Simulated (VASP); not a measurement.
# B4N3 (P-6m2) in VASP: a series of runs

The runs below take B4N3 through single point, with PBE.

Program: VASP 6.6.1. These are calculated values, not measurements. Logs are shortened: lines on timing, memory, paths and dates and some standing lists are left out, and cuts for length are marked.

## 1. The cell of the first run

Symmetry: P-6m2, No. 187, hexagonal system. Conventional cell: a = 4.875 Å, b = 4.875 Å, c = 3.189 Å, α = 90.00°, β = 90.00°, γ = 120.00°. Within 1.9 Å of B (site symmetry mm2) lie 2 N at 1.44 Å. Within 1.9 Å of B (site symmetry -6m2) lie 3 N at 1.40 Å. Within 1.9 Å of N (site symmetry mm2) lie 3 B at 1.40 to 1.44 Å.

## 2. Single point, PBE, collinear spin, ferromagnetic start

INCAR

```
SYSTEM = B4N3
PREC = Accurate ; ENCUT = 520
EDIFF = 1E-6 ; ISMEAR = 0
SIGMA = 0.1 ; LREAL = .FALSE.
LASPH = .TRUE. ; NELM = 150
ALGO = Normal ; ISIF = 2
LWAVE = .FALSE. ; LCHARG = .FALSE.
ISPIN = 2 ; MAGMOM = 0 0 0 0 1 1 1
LORBIT = 11 ; GGA = PE
NBANDS = 26
```

KPOINTS

```
regular mesh
0
G
  6 6 6
  0 0 0
```

POSCAR

```
B4N3
1.0
    4.8750896201      0.0000000000      0.0000000000
   -2.4375448101      4.2219514567      0.0000000000
    0.0000000000      0.0000000000      3.1885442973
B N
4 3
Direct
    0.5080290079      0.0160580157      0.0000000000
    0.9839419843      0.4919709921      0.0000000000
    0.5080290079      0.4919709921      0.0000000000
    0.0000000000      0.0000000000      0.0000000000
    0.1662083764      0.8337916236      0.0000000000
    0.6675832472      0.8337916236      0.0000000000
    0.1662083764      0.3324167528      0.0000000000
```

Potentials or basis: VASP PAW PBE potentials, release 64 (B, N).

The run is started by

```sh
$ cat potpaw_PBE.64/B/POTCAR potpaw_PBE.64/N/POTCAR > POTCAR
$ mpirun -np 1 vasp_std > vasp.out
```

OUTCAR:

```text
SYSTEM = B4N3
   PREC = Accurate
   ENCUT = 520
   EDIFF = 1E-6
   ISMEAR = 0
   LREAL = .FALSE.
   LASPH = .TRUE.
   NELM = 150
   ISIF = 2
   ISPIN = 2
   LORBIT = 11
   GGA = PE

 ion  position               nearest neighbor table
   1  0.508  0.016  0.000-   6 1.44   5 1.44
   2  0.984  0.492  0.000-   7 1.44   5 1.44
   3  0.508  0.492  0.000-   6 1.44   7 1.44
   4  0.000  0.000  0.000-   7 1.40   6 1.40   5 1.40
   5  0.166  0.834  0.000-   4 1.40   2 1.44   1 1.44
   6  0.668  0.834  0.000-   4 1.40   1 1.44   3 1.44
   7  0.166  0.332  0.000-   4 1.40   2 1.44   3 1.44

  LATTYP: Found a hexagonal cell.
 ALAT       =     4.8750896201
 C/A-ratio  =     0.6540483449

  Lattice vectors:

 A1 = (   4.8750896201,   0.0000000000,   0.0000000000)
 A2 = (  -2.4375448101,   4.2219514567,   0.0000000000)
 A3 = (   0.0000000000,   0.0000000000,   3.1885442973)

Analysis of symmetry for initial positions (statically):
=====================================================================
 Subroutine PRICEL returns:
 Original cell was already a primitive cell.

 Routine SETGRP: Setting up the symmetry group for a
 hexagonal supercell.

 Subroutine GETGRP returns: Found 12 space group operations
 (whereof 12 operations were pure point group operations)
 out of a pool of 24 trial point group operations.

The static configuration has the point symmetry D_3h.

Analysis of symmetry for dynamics (positions and initial velocities):
=====================================================================
 Subroutine PRICEL returns:
 Original cell was already a primitive cell.

 Routine SETGRP: Setting up the symmetry group for a
 hexagonal supercell.

 Subroutine GETGRP returns: Found 12 space group operations
 (whereof 12 operations were pure point group operations)
 out of a pool of 24 trial point group operations.

The dynamic configuration has the point symmetry D_3h.

Analysis of structural, dynamic, and magnetic symmetry:
=====================================================================
 Subroutine PRICEL returns:
 Original cell was already a primitive cell.

 Routine SETGRP: Setting up the symmetry group for a
 hexagonal supercell.

 Subroutine GETGRP returns: Found 12 space group operations
 (whereof 12 operations were pure point group operations)
 out of a pool of 24 trial point group operations.

The overall configuration has the point symmetry D_3h.

 Subroutine INISYM returns: Found 12 space group operations
 (whereof 12 operations are pure point group operations),
 and found     1 'primitive' translations

----------------------------------------------------------------------------------------

                                     Primitive cell

  volume of cell :      65.6279

  direct lattice vectors                    reciprocal lattice vectors
     4.875089620  0.000000000  0.000000000     0.205124434  0.118428647  0.000000000
    -2.437544810  4.221951457  0.000000000     0.000000000  0.236857295  0.000000000
     0.000000000  0.000000000  3.188544297     0.000000000  0.000000000  0.313622740

  length of vectors
     4.875089620  4.875089620  3.188544297     0.236857295  0.236857295  0.313622740

  position of ions in fractional coordinates (direct lattice)
     0.508029008  0.016058016  0.000000000
     0.983941984  0.491970992  0.000000000
     0.508029008  0.491970992  0.000000000
     0.000000000  0.000000000  0.000000000
     0.166208376  0.833791624  0.000000000
     0.667583247  0.833791624  0.000000000
     0.166208376  0.332416753  0.000000000

  ion indices of the primitive-cell ions
   primitive index   ion index
                 1           1
                 2           2
                 3           3
                 4           4
                 5           5
                 6           6
                 7           7
[... 31 lines left out ...]
  0.333333 -0.000000  0.000000      6.000000
  0.500000 -0.000000  0.000000      3.000000
  0.166667  0.166667  0.000000      6.000000
  0.333333  0.166667  0.000000     12.000000
[... 16 lines left out ...]
  0.166667 -0.000000  0.500000      6.000000
  0.333333 -0.000000  0.500000      6.000000
 [... further k-points ...]
   k-points           NKPTS =     28   k-points in BZ     NKDIM =     28   number of bands    NBANDS=     26
   number of dos      NEDOS =    301   number of ions     NIONS =      7
   total plane-waves  NPLWV =  31104
   dimension x,y,z NGX =    36 NGY =   36 NGZ =   24
   dimension x,y,z NGXF=    72 NGYF=   72 NGZF=   48
   ions per type =               4   3
   NGX,Y,Z   is equivalent  to a cutoff of  12.28, 12.28, 12.51 a.u.
   NGXF,Y,Z  is equivalent  to a cutoff of  24.55, 24.55, 25.03 a.u.
 SYSTEM =  B4N3
   PREC   = accura    normal or accurate (medium, high low for compatibility)
   ISTART =      0    job   : 0-new  1-cont  2-samecut
   ICHARG =      2    charge: 1-file 2-atom 10-const
   ISPIN  =      2    spin polarized calculation?
   LNONCOLLINEAR =      F non collinear calculations
   LSORBIT =      F    spin-orbit coupling
   LASPH  =      T    aspherical Exc in radial PAW
   ENCUT  =  520.0 eV  38.22 Ry    6.18 a.u.   9.06  9.06  5.93*2*pi/ulx,y,z
   NELM   =    150;   NELMIN=  2; NELMDL= -5     # of ELM steps
   EDIFF  = 0.1E-05   stopping-criterion for ELM
   LREAL  =      F    real-space projection
   EDIFFG = 0.1E-04   stopping-criterion for IOM
   NSW    =      0    number of steps for IOM
   IBRION =     -1    ionic relax: 0-MD 1-quasi-New 2-CG
   NFREE  =      0    steps in history (QN), initial steepest desc. (CG)
   ISIF   =      2    stress and relaxation
   ISYM   =      2    0-nonsym 1-usesym 2-fastsym
   POTIM  = 0.5000    time-step for ionic-motion
   TEBEG  =    0.0;   TEEND  =   0.0 temperature during run
   PSTRESS=    0.0 pullay stress
   NELECT =      27.0000    total number of electrons
   NUPDOWN=      -1.0000    fix difference up-down
   EMIN   =  10.00;   EMAX   =-10.00  energy-range for DOS
   EFERMI =   0.00;   METHOD = LEGACY
   ISMEAR =     0;   SIGMA  =   0.10  broadening in eV -4-tet -1-fermi 0-gaus
   EFERMI_NEDOS =   21; number of points for ismear=-14 and -15
   IALGO  =     38    algorithm
   IMIX   =      4    mixing-type and parameters
     AMIX     =   0.40;   BMIX     =  1.00
     AMIX_MAG =   1.60;   BMIX_MAG =  1.00
  volume/ion in A,a.u.               =       9.38        63.27
  Fermi-wavevector in a.u.,A,eV,Ry     =   1.217587  2.300906 20.170882  1.482518
  Thomas-Fermi vector in A             =   2.352902
   LORBIT       =     11    0 simple, 1 ext, 2 COOP (PROOUT), +10 PAW based schemes
   GGA     = PE    functional components
   LHFCALC =     F    Hartree Fock is set to
   AEXX    =    0.0000 exact exchange contribution
   IVDW    =     0    specifies the selected vdW correction
   LEPSILON=     F    determine dielectric tensor
   LRPA    =     F    only Hartree local field effects (RPA)
 spin polarized calculation
 Gauss-broadening in eV      SIGMA  =   0.10
  energy-cutoff  :      520.00
  volume of cell :       65.63
 maximum number of plane-waves:      1788
   NGX = 19   NGY = 19   NGZ = 11

 number of electron      27.0000002 magnetization       0.0001531

 number of electron      27.0000002 magnetization      -0.0000310

 Free energy of the ion-electron system (eV)
  ---------------------------------------------------
  ext. energy  EPLUGINS =         0.00000000
  ---------------------------------------------------
  free energy    TOTEN  =       -54.78838320 eV

  energy without entropy =      -54.78669307  energy(sigma->0) =      -54.78753814

 E-fermi :   4.9748     XC(G=0): -10.1930

 val. band max:        4.9509767995   @ k =   0.3333   0.3333   0.3333
 cond. band min:       5.0820854186   @ k =   0.5000  -0.0000   0.1667
 fundamental gap:      0.1311086191
 Fermi energy:         4.9748035469

 spin component 1

 k-point     1 :       0.0000    0.0000    0.0000
  band No.  band energies     occupation
      1     -15.6469      1.00000
      2     -12.7859      1.00000
      3     -12.7859      1.00000
      4      -7.1311      1.00000
      5      -6.2973      1.00000
      6      -6.2973      1.00000
[... 661 lines left out ...]
     24      15.8554      0.00000
     25      16.7946      0.00000

 [... further k-points ...]

 spin component 2

 k-point     1 :       0.0000    0.0000    0.0000
  band No.  band energies     occupation
      1     -15.6469      1.00000
      2     -12.7859      1.00000
      3     -12.7859      1.00000
      4      -7.1311      1.00000
      5      -6.2974      1.00000
      6      -6.2974      1.00000
[... 661 lines left out ...]
     24      15.8554      0.00000
     25      16.7946      0.00000

 [... further k-points ...]

 [bands above 25 left out]

------------------------ aborting loop because EDIFF is reached ----------------------------------------

  FORCE on cell =-STRESS in cart. coord.  units (eV):
  Direction    XX          YY          ZZ          XY          YZ          ZX
  --------------------------------------------------------------------------------------
  -------------------------------------------------------------------------------------
  Total       -0.9599453     -0.9599453      0.4096689      0.0000000     -0.0000000      0.0000000
  in kB      -23.4352068    -23.4352068     10.0012736      0.0000000     -0.0000000      0.0000000
  external PRESSURE =     -12.2897134 kB  Pullay stress =       0.0000000 kB

 VOLUME and BASIS-vectors are now :
 -----------------------------------------------------------------------------
  energy-cutoff  :      520.00
  volume of cell :       65.63
      direct lattice vectors                 reciprocal lattice vectors
     4.875089620  0.000000000  0.000000000     0.205124434  0.118428647  0.000000000
    -2.437544810  4.221951457  0.000000000     0.000000000  0.236857295  0.000000000
     0.000000000  0.000000000  3.188544297     0.000000000  0.000000000  0.313622740

 POSITION                                       TOTAL-FORCE (eV/Angst)
 -----------------------------------------------------------------------------------
      2.43754      0.06780      0.00000        -0.000000      0.140364      0.000000
      3.59760      2.07708      0.00000        -0.121559     -0.070182      0.000000
      1.27749      2.07708      0.00000         0.121559     -0.070182      0.000000
      0.00000      0.00000      0.00000        -0.000000     -0.000000     -0.000000
     -1.22212      3.52023      0.00000        -0.071782      0.041443     -0.000000
      1.22212      3.52023      0.00000         0.071782      0.041443     -0.000000
     -0.00000      1.40345      0.00000         0.000000     -0.082886     -0.000000
 -----------------------------------------------------------------------------------
    total drift:                               -0.000002      0.000001     -0.000000

  FREE ENERGIE OF THE ION-ELECTRON SYSTEM (eV)
  ---------------------------------------------------
  free  energy   TOTEN  =       -54.7883831995 eV

  energy  without entropy=      -54.7866930748  energy(sigma->0) =      -54.78753814

 total charge

# of ion       s       p       d       tot
------------------------------------------
    1        0.681   1.220   0.000   1.901
    2        0.681   1.220   0.000   1.901
    3        0.681   1.220   0.000   1.901
    4        0.790   1.567   0.000   2.356
    5        1.233   2.796   0.000   4.028
    6        1.233   2.796   0.000   4.028
    7        1.233   2.796   0.000   4.028
--------------------------------------------------
tot          6.532  13.613   0.000  20.145

 magnetization (x)

# of ion       s       p       d       tot
------------------------------------------
    1       -0.000  -0.000   0.000  -0.000
    2       -0.000  -0.000   0.000  -0.000
    3       -0.000  -0.000   0.000  -0.000
    4       -0.000  -0.000   0.000  -0.000
    5        0.000   0.000   0.000   0.000
    6        0.000   0.000   0.000   0.000
    7        0.000   0.000   0.000   0.000
--------------------------------------------------
tot         -0.000   0.000   0.000   0.000
```

Wall time 40 s (1 thread of Intel Xeon 6975P-C (Granite Rapids), shared host); peak memory 0.22 GiB.

What came out:

```
Free energy                                           : -54.7884 eV
Pressure                                              : -1.2 GPa
Largest force                                         : 0.140 eV/Å
Net moment                                            : 0.00 μB per cell
Valence electrons inside the program's atomic spheres : B 1.90, 2.36; N 4.03
```

Forces on the atoms (eV/Å):
```
B    0.000  0.140  0.000
B   -0.122 -0.070  0.000
B    0.122 -0.070  0.000
B    0.000  0.000  0.000
N   -0.072  0.041  0.000
N    0.072  0.041  0.000
N    0.000 -0.083  0.000
```

Stress tensor (GPa, compression positive):
```
-2.34  0.00  0.00
 0.00 -2.34  0.00
 0.00  0.00  1.00
```

Caveat: this functional lacks dispersion, which binds the layers, so the pressure and a relaxed spacing across them are unreliable.

## 3. Single point, PBE, collinear spin, ferromagnetic start

INCAR

```
  PREC = Accurate
  ENCUT = 520
  EDIFF = 1E-6
  ISMEAR = 0
  SIGMA = 0.1
  LREAL = F
  LASPH = T
  NELM = 150
  ALGO = Normal
  ISIF = 2
  LWAVE = F
  LCHARG = F
  ISPIN = 2
  MAGMOM = 0 0 0 0 1 1 1
  LORBIT = 11
  GGA = PE
  NBANDS = 26
```

KPOINTS

```
Automatic mesh
0
Gamma
  6 6 6
```

POSCAR is that of step 2.

Potentials or basis: VASP PAW PBE potentials, release 64 (B, N).

The run is started by

```sh
$ cat potpaw_PBE.64/B/POTCAR potpaw_PBE.64/N/POTCAR > POTCAR
$ mpirun -np 1 vasp_std > vasp.out
```

It took 35 s on 1 thread of Intel Xeon 6975P-C (Granite Rapids), shared host; peak memory 0.22 GiB.

The run converged. Its results:

| Quantity | Value |
| --- | --- |
| Free energy | -54.7884 eV |
| Pressure | -1.2 GPa |
| Largest force | 0.140 eV/Å |
| Net moment | 0.00 μB per cell |
| Valence electrons inside the program's atomic spheres | B 1.90, 2.36; N 4.03 |

Forces in eV/Å, atoms in the order of the input:
```
B    0.000  0.140  0.000
B   -0.122 -0.070  0.000
B    0.122 -0.070  0.000
B    0.000  0.000  0.000
N   -0.072  0.041  0.000
N    0.072  0.041  0.000
N    0.000 -0.083  0.000
```

Stress tensor (GPa, compression positive):
```
-2.34  0.00  0.00
 0.00 -2.34  0.00
 0.00  0.00  1.00
```

Levels at points of the mesh, in eV from the Fermi level:
Spin up:
| k point | band 10 | band 11 | band 12 | band 13 | band 14 | band 15 | band 16 | band 17 |
| --- | --- | --- | --- | --- | --- | --- | --- | --- |
| (0.00, 0.00, 0.00) | -5.44 | -5.44 | -3.00 | -3.00 | 2.73 | 3.01 | 3.01 | 3.55 |
| (0.50, 0.00, 0.00) | -5.53 | -4.91 | -4.63 | -3.15 | -0.19 | 1.90 | 2.05 | 4.57 |
| (0.00, 0.00, 0.50) | -5.35 | -5.35 | -4.53 | -4.53 | -0.51 | 0.75 | 0.75 | 3.18 |
| (0.50, 0.00, 0.50) | -6.89 | -5.65 | -4.85 | -4.25 | -1.60 | 0.97 | 2.06 | 2.89 |
Spin down:
```tsv
k point	band 10	band 11	band 12	band 13	band 14	band 15	band 16	band 17
(0.00, 0.00, 0.00)	-5.44	-5.44	-3.00	-3.00	2.73	3.01	3.01	3.55
(0.50, 0.00, 0.00)	-5.53	-4.91	-4.63	-3.15	-0.19	1.90	2.05	4.57
(0.00, 0.00, 0.50)	-5.35	-5.35	-4.53	-4.53	-0.51	0.75	0.75	3.18
(0.50, 0.00, 0.50)	-6.89	-5.65	-4.85	-4.25	-1.60	0.97	2.06	2.89
```

Caveat: this functional lacks dispersion, which binds the layers, so the pressure and a relaxed spacing across them are unreliable.
